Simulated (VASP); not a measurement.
Write the native input for VASP 6.6.1 that does the following.

- Task: single point
- Functional: RPBE
- Potentials or basis: VASP PAW PBE potentials, release 64 (Rh_pv)
- Cutoff: 520 eV
- k mesh: 14 × 14 × 13
- Occupations: fermi-dirac, width 0.1 eV
- Spin: no spin polarisation
- Dipole correction: no
- Further INCAR settings: ALGO = Normal; EDIFF = 1e-06; NBANDS = 22

The structure of Rh lies in POSCAR:

```
Rh
1.0
   -2.6934965033      3.0992012366      1.3221173473
    3.0992012366     -2.6934965033      1.3221173473
    1.8862351076      1.8862351076     -0.5790683852
Rh
2
Direct
    0.0102247971      0.9897752029      0.0000000000
    0.7397752029      0.2602247971      0.5000000000
```

These files were run (other wordings do the same):

INCAR

```
SYSTEM = Rh
ALGO = Normal
EDIFF = 1E-6
ENCUT = 520
GGA = RP
ISIF = 2
ISMEAR = -1
LASPH = .TRUE.
LCHARG = .TRUE.
LELF = .TRUE.
LREAL = .FALSE.
LVHAR = .TRUE.
LWAVE = .FALSE.
NBANDS = 22
NELM = 60
PREC = Accurate
SIGMA = 0.1
```

KPOINTS

```
k-points
0
G
  14 14 13
  0 0 0
```

Potentials or basis: VASP PAW PBE potentials, release 64 (Rh_pv).

Launch:

```console
$ cat potpaw_PBE.64/Rh_pv/POTCAR > POTCAR
$ mpirun -np 1 vasp_std > vasp.out
```

Results of the run:

* Pressure: -0.1 GPa
* Largest force: 0.025 eV/Å
* Band gap on the k mesh: zero (band 15 reaches 11.39 eV, above the bottom of band 16 at 9.55 eV)

Caveat: the PAW data sets were made with another functional, which shifts forces and pressure a little.

Wall time 3.1 min on 1 thread of Intel(R) Xeon(R) Platinum 8488C (Sapphire Rapids) (shared host), peak memory 0.44 GiB.
